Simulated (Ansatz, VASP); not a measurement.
BiTe in VASP and in Ansatz

```
CELL_PARAMETERS angstrom
0.00000 3.25188 3.25188
3.25188 0.00000 3.25188
3.25188 3.25188 0.00000
ATOMIC_POSITIONS crystal
Bi 0.00000 0.00000 0.00000
Te 0.50000 0.50000 0.50000
```

Alike in both runs: functional PBE; k mesh 16 × 16 × 16; occupations gaussian, width 0.1 eV; no spin polarisation.

Ansatz relaxed the structure, and its values are those at the end. VASP's run is a single point on that final structure, the one shown.

|  | VASP | Ansatz |
| --- | --- | --- |
| version | VASP 6.6.1 | Ansatz 0.2.0 |
| potentials or method | VASP PAW PBE potentials, release 64 (Bi_d, Te), cutoff 520 eV | scalar-relativistic, plane waves, PAW |
| valence electrons in the cell | 21 | 31 |

```csv
,VASP,Ansatz,Ansatz less VASP
gap on the k mesh at the Fermi level (eV),none,none,-
pressure (GPa),-0.1,0.0,+0.05
```

A gap of «none» marks a metal or a gap that the smearing closes. With one functional, cell and mesh, what is left measures potentials, basis and numerics. VASP's potentials hold 21 valence electrons a cell and Ansatz's 31, so a difference there can come from the potentials and not from the codes.

Neither program's run includes spin-orbit coupling.
